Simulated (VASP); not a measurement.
InP, 2 atoms in the cell. Symmetry: F-43m, No. 216, cubic system. The conventional cell has a = 5.861 Å, b = 5.861 Å, c = 5.861 Å, α = 90.00°, β = 90.00°, γ = 90.00°. In (site symmetry -43m) has 4 P at 2.54 Å within 3.3 Å. Within 3.3 Å of P (site symmetry -43m) lie 4 In at 2.54 Å. 

* Program: VASP 6.6.1
* Task: electric field gradients
* Functional: r2SCAN
* Potentials or basis: VASP PAW PBE potentials, release 64 (In_d, P)
* Cutoff: 520 eV
* k mesh: 12 × 12 × 12
* Occupations: fermi-dirac, width 0.05 eV
* Spin: no spin polarisation
* Dipole correction: no
* Further INCAR settings: ALGO = Normal; EDIFF = 1e-08; NBANDS = 16

Potentials or basis: VASP PAW PBE potentials, release 64 (In_d, P).

The run is started by

```bash
$ cat potpaw_PBE.64/In_d/POTCAR potpaw_PBE.64/P/POTCAR > POTCAR
$ cp INCAR.step1 INCAR
$ mpirun -np 1 vasp_std > vasp.out
$ cp INCAR.step2 INCAR
$ mpirun -np 1 vasp_std > vasp.out
```

Hardware: 1 thread of Intel(R) Xeon(R) Platinum 8375C CPU @ 2.90GHz (Ice Lake), on a shared host.

Question: Estimate the wall time of this run.

Answer: Run time: 2.2 min on 1 thread of Intel(R) Xeon(R) Platinum 8375C CPU @ 2.90GHz (Ice Lake), with other jobs on the host, peak memory 0.22 GiB. Counts: k points 72.
